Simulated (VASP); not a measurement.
Set up this calculation in VASP 6.6.1, as the native input.

```yaml
Task: single point
Functional: LDA
Potentials_or_basis: VASP PAW LDA potentials, release 64 (Os)
Cutoff: 520 eV
k_mesh: 13 × 13 × 8
Occupations: methfessel-paxton, width 0.2 eV
Spin: no spin polarisation
Dipole_correction: no
Further_INCAR_settings: ALGO = Normal; EDIFF = 1e-06; NBANDS = 15
```

The structure of Os lies in POSCAR:

```
Os
1.0
    2.7175247593      0.0000000000      0.0000000000
   -1.3587623796      2.3534454770      0.0000000000
    0.0000000000      0.0000000000      4.2844606214
Os
2
Direct
    0.3333333333      0.6666666667      0.2500000000
    0.6666666667      0.3333333333      0.7500000000
```

One way to write it, as run:

INCAR

```
SYSTEM = Os
PREC = Accurate
ENCUT = 520
EDIFF = 1E-6
ISMEAR = 1
SIGMA = 0.2
LREAL = .False.
LASPH = .True.
NELM = 100
ALGO = Normal
ISIF = 2
LWAVE = .False.
LCHARG = .False.
GGA = CA
NBANDS = 15
```

KPOINTS

```
Automatic mesh
0
Gamma
  13 13 8
  0 0 0
```

Potentials or basis: VASP PAW LDA potentials, release 64 (Os).

Command:

```bash
$ cat potpaw_LDA.64/Os/POTCAR > POTCAR
$ mpirun -np 1 vasp_std > vasp.out
```

It gave:

* Pressure: 0.9 GPa
* Band gap on the k mesh: zero (bands 8 and 9 overlap by 3.94 eV)

Caveat: spin-orbit coupling is left out, which moves the levels of the heavy elements.

It took 18 s on 1 thread of Intel(R) Xeon(R) Platinum 8488C (Sapphire Rapids), with other jobs on the host, peak memory 0.15 GiB.
